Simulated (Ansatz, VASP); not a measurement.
**Two plane-wave programs on SrB**

```xyz
2
Lattice="2.4755 -2.4754 0.0000 2.4755 2.4754 0.0000 0.0000 0.0000 3.5006" Properties=species:S:1:pos:R:3 pbc="T T T"
Sr    2.4755    0.0000    1.7503
B     0.0000    0.0000    0.0000
```

Change from the starting cell: species swapped into the CsRb type (Cmmm, No. 65).

Alike in both runs: functional PBE; k mesh 16 × 16 × 16; occupations gaussian, width 0.1 eV; no spin polarisation.

Ansatz relaxed the structure, and its values are those at the end. VASP's run is a single point on that final structure, the one shown.

|  | VASP | Ansatz |
| --- | --- | --- |
| version | VASP 6.6.1 | Ansatz 0.2.0 |
| potentials or method | VASP PAW PBE potentials, release 64 (Sr_sv, B), cutoff 520 eV | scalar-relativistic, plane waves, PAW |
| valence electrons in the cell | 13 | 13 |

```csv
,VASP,Ansatz,Ansatz less VASP
gap on the k mesh at the Fermi level (eV),none,none,-
pressure (GPa),0.2,0.0,-0.19
```

A gap of «none» marks a metal or a gap that the smearing closes.
